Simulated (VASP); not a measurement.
# Ti (P6_3/mmc) in VASP: further runs, part 3 of 3

VASP 6.6.1. The steps go on from the part before.

## 4. Single point, PBE

This run uses another cell than the first one, of 16.69 Å³/atom, 1.105 times its volume.

INCAR reads:

```
SYSTEM = Ti
PREC = Accurate
ENCUT = 520
EDIFF = 1E-7
ISMEAR = -1
SIGMA = 0.05
LREAL = .FALSE.
LASPH = .TRUE.
NELM = 100
ALGO = Fast
ISIF = 2
LWAVE = .FALSE.
LCHARG = .FALSE.
GGA = PE
NBANDS = 19
```

KPOINTS reads:

```
regular mesh
0
G
  10 10 6
  0 0 0
```

POSCAR reads:

```
Ti
1.0
    2.9006734828      0.0000000000      0.0000000000
   -1.4503367414      2.5120569242      0.0000000000
    0.0000000000      0.0000000000      4.5802329257
Ti
2
Direct
    0.6666666667      0.3333333333      0.7500000000
    0.3333333333      0.6666666667      0.2500000000
```

Potentials or basis: VASP PAW PBE potentials, release 64 (Ti_sv).

Run with:

```console
$ cat potpaw_PBE.64/Ti_sv/POTCAR > POTCAR
$ mpirun -np 1 vasp_std > vasp.out
```

OUTCAR:

```text
SYSTEM = Ti
   PREC = Accurate
   ENCUT = 520
   EDIFF = 1E-7
   ISMEAR = -1
   LREAL = .FALSE.
   LASPH = .TRUE.
   NELM = 100
   ISIF = 2
   GGA = PE

 ion  position               nearest neighbor table
   1  0.667  0.333  0.750-   2 2.84   2 2.84   2 2.84   2 2.84   2 2.84   2 2.84
   2  0.333  0.667  0.250-   1 2.84   1 2.84   1 2.84   1 2.84   1 2.84   1 2.84

  LATTYP: Found a hexagonal cell.
 ALAT       =     2.9006734828
 C/A-ratio  =     1.5790239587

  Lattice vectors:
[... 192 lines left out ...]
      2     -47.8656      2.00000
      3     -24.6673      2.00000
      4     -23.9385      2.00000
      5     -23.9385      2.00000
      6     -23.8573      2.00000
[... 505 lines left out ...]
      6     -24.1052      2.00000
[... 11 lines left out ...]
     18      12.3587      0.00000
     19      13.1198      0.00000

 [... further k-points ...]
[... 5 lines left out ...]
  --------------------------------------------------------------------------------------
  -------------------------------------------------------------------------------------
  Total        0.9583658      0.9583658      0.9563309      0.0000000      0.0000000      0.0000000
  in kB       46.0072225     46.0072225     45.9095346      0.0000000      0.0000000      0.0000000
  external PRESSURE =      45.9746599 kB  Pullay stress =       0.0000000 kB

 VOLUME and BASIS-vectors are now :
 -----------------------------------------------------------------------------
  energy-cutoff  :      520.00
  volume of cell :       33.37
      direct lattice vectors                 reciprocal lattice vectors
     2.900673483  0.000000000  0.000000000     0.344747524  0.199040076  0.000000000
    -1.450336741  2.512056924  0.000000000     0.000000000  0.398080151  0.000000000
     0.000000000  0.000000000  4.580232926     0.000000000  0.000000000  0.218329508

 POSITION                                       TOTAL-FORCE (eV/Angst)
 -----------------------------------------------------------------------------------
      1.45034      0.83735      3.43517        -0.000000      0.000000      0.000000
     -0.00000      1.67470      1.14506         0.000000     -0.000000      0.000000
 -----------------------------------------------------------------------------------
    total drift:                               -0.000000      0.000000     -0.000000

  FREE ENERGIE OF THE ION-ELECTRON SYSTEM (eV)
  ---------------------------------------------------
  free  energy   TOTEN  =       -15.6593429454 eV

  energy  without entropy=      -15.6403405968  energy(sigma->0) =      -15.64984177
```

It took 1.8 min on 1 thread of Intel Xeon Platinum 8259CL at 2.50GHz (Skylake/Cascade Lake), shared host; peak memory 0.16 GiB.

What came out:

```yaml
Free_energy: -15.6593 eV
Pressure: 4.6 GPa
Band_gap_on_the_k_mesh: zero (band 12 reaches 9.56 eV, above the bottom of band 13 at 8.56 eV)
```

Levels at points of the mesh, in eV from the Fermi level:
| k point | band 10 | band 11 | band 12 | band 13 | band 14 | band 15 |
| --- | --- | --- | --- | --- | --- | --- |
| (0.00, 0.00, 0.00) | -2.78 | 0.80 | 0.80 | 0.92 | 0.94 | 1.33 |
| (0.50, 0.00, 0.00) | -2.27 | -1.94 | -0.59 | 0.48 | 0.69 | 1.26 |
| (0.00, 0.00, 0.50) | -4.38 | 0.10 | 0.10 | 0.70 | 0.70 | 0.70 |
| (0.50, 0.00, 0.50) | -2.64 | -0.85 | -0.85 | 1.44 | 1.44 | 1.80 |

## 5. Single point, PBE

This run uses another cell than the first one, of 17.10 Å³/atom, 1.132 times its volume.

INCAR reads:

```
SYSTEM = Ti
PREC     = Accurate       ! precision mode
ENCUT    = 520            ! plane-wave cutoff, eV
EDIFF    = 1E-6           ! SCF threshold, eV
ISMEAR   = -1             ! smearing method
SIGMA    = 0.05           ! smearing width, eV
LREAL    = .FALSE.        ! projectors in reciprocal space
LASPH    = .TRUE.         ! aspherical terms in the spheres
NELM     = 100            ! most SCF steps
ALGO     = Fast           ! electronic algorithm
ISIF     = 2              ! what is computed and relaxed
LWAVE    = .FALSE.        ! write WAVECAR
LCHARG   = .TRUE.         ! write CHGCAR
GGA      = PE             ! functional
LELF     = .TRUE.         ! ELF
LVHAR    = .TRUE.       
NBANDS   = 19             ! bands
```

KPOINTS reads:

```
Automatic mesh
0
G
  10 10 6
  0 0 0
```

POSCAR reads:

```
Ti
1.0
    2.9235114069      0.0000000000      0.0000000000
   -1.4617557034      2.5318351466      0.0000000000
    0.0000000000      0.0000000000      4.6193017124
Ti
2
Direct
    0.6666666667      0.3333333333      0.7500000000
    0.3333333333      0.6666666667      0.2500000000
```

Run with:

```console
$ cat potpaw_PBE.64/Ti_sv/POTCAR > POTCAR
$ mpirun -np 1 vasp_std > vasp.out
```

Wall time 72 s (1 thread of Intel Xeon Platinum 8259CL at 2.50GHz (Skylake/Cascade Lake), shared host); peak memory 0.17 GiB.

It converged, with:

| Property | Result |
| --- | --- |
| Free energy | -15.6758 eV |
| Pressure | 1.5 GPa |
| Band gap on the k mesh | zero (band 12 reaches 9.29 eV, above the bottom of band 13 at 8.28 eV) |

Levels at points of the mesh, in eV from the Fermi level:
```csv
k point,band 10,band 11,band 12,band 13,band 14,band 15
"(0.00, 0.00, 0.00)",-2.72,0.79,0.79,0.84,0.92,1.30
"(0.50, 0.00, 0.00)",-2.20,-1.87,-0.61,0.48,0.66,1.22
"(0.00, 0.00, 0.50)",-4.35,0.10,0.10,0.69,0.69,0.69
"(0.50, 0.00, 0.50)",-2.58,-0.82,-0.82,1.37,1.37,1.76
```

## 6. Single point, PBE

This run uses another cell than the first one, of 17.40 Å³/atom, 1.152 times its volume.

INCAR reads:

```
PREC     = Accurate       # precision mode
ENCUT    = 520            # plane-wave cutoff, eV
EDIFF    = 1E-7           # SCF threshold, eV
ISMEAR   = -1             # smearing method
SIGMA    = 0.05           # smearing width, eV
LREAL    = F              # projectors in reciprocal space
LASPH    = T              # aspherical terms in the spheres
NELM     = 100            # most SCF steps
ALGO     = Normal         # electronic algorithm
ISIF     = 2              # what is computed and relaxed
LWAVE    = F              # write WAVECAR
LCHARG   = T              # write CHGCAR
GGA      = PE             # functional
LELF     = T              # ELF
LVHAR    = T            
NBANDS   = 19             # bands
```

KPOINTS reads:

```
regular mesh
0
Gamma
  10 10 6
```

POSCAR reads:

```
Ti
1.0
    2.9399866627      0.0000000000      0.0000000000
   -1.4699933314      2.5461031367      0.0000000000
    0.0000000000      0.0000000000      4.6484578732
Ti
2
Direct
    0.6666666667      0.3333333333      0.7500000000
    0.3333333333      0.6666666667      0.2500000000
```

Potentials or basis: VASP PAW PBE potentials, release 64 (Ti_sv).

Run with:

```console
$ cat potpaw_PBE.64/Ti_sv/POTCAR > POTCAR
$ mpirun -np 1 vasp_std > vasp.out
```

Run time: 28 s. Hardware: 1 thread of Intel Xeon Platinum 8259CL at 2.50GHz (Skylake/Cascade Lake), shared host; peak memory 0.16 GiB.

Results (log left out):

* Free energy: -15.6787 eV
* Pressure: -0.3 GPa
* Band gap on the k mesh: zero (band 12 reaches 9.09 eV, above the bottom of band 13 at 8.09 eV)

Stress tensor (GPa, compression positive):
```
-0.24  0.00  0.00
 0.00 -0.24  0.00
 0.00  0.00 -0.32
```

Levels at points of the mesh, in eV from the Fermi level:
| k point | band 9 | band 10 | band 11 | band 12 | band 13 | band 14 | band 15 | band 16 |
| --- | --- | --- | --- | --- | --- | --- | --- | --- |
| (0.00, 0.00, 0.00) | -6.20 | -2.68 | 0.78 | 0.78 | 0.79 | 0.90 | 1.28 | 1.28 |
| (0.50, 0.00, 0.00) | -2.34 | -2.14 | -1.83 | -0.63 | 0.48 | 0.64 | 1.19 | 3.33 |
| (0.00, 0.00, 0.50) | -4.34 | -4.34 | 0.10 | 0.10 | 0.68 | 0.68 | 0.68 | 0.68 |
| (0.50, 0.00, 0.50) | -2.53 | -2.53 | -0.80 | -0.80 | 1.33 | 1.33 | 1.73 | 1.73 |

## 7. Summary

| cell | gap on the mesh (eV) | pressure (GPa) |
| --- | --- | --- |
| a = 2.804, b = 2.804, c = 4.437 Å, angles 90.0, 90.0, 120.0°, 2 atoms | none | 19.5 |
| a = 2.865, b = 2.865, c = 4.524 Å, angles 90.0, 90.0, 120.0°, 2 atoms | none | 9.6 |
| a = 2.901, b = 2.901, c = 4.580 Å, angles 90.0, 90.0, 120.0°, 2 atoms | none | 4.6 |
| a = 2.924, b = 2.924, c = 4.619 Å, angles 90.0, 90.0, 120.0°, 2 atoms | none | 1.5 |
| a = 2.940, b = 2.940, c = 4.648 Å, angles 90.0, 90.0, 120.0°, 2 atoms | none | -0.3 |

Alike in all rows: task single point; level PBE; potentials or basis VASP PAW PBE potentials, release 64 (Ti_sv); no spin polarisation; k mesh 10 × 10 × 6; cutoff (eV) 520; smearing fermi-dirac 0.05 eV.

Total energies depend on the potentials used, so only differences within one code and one set of settings carry meaning.
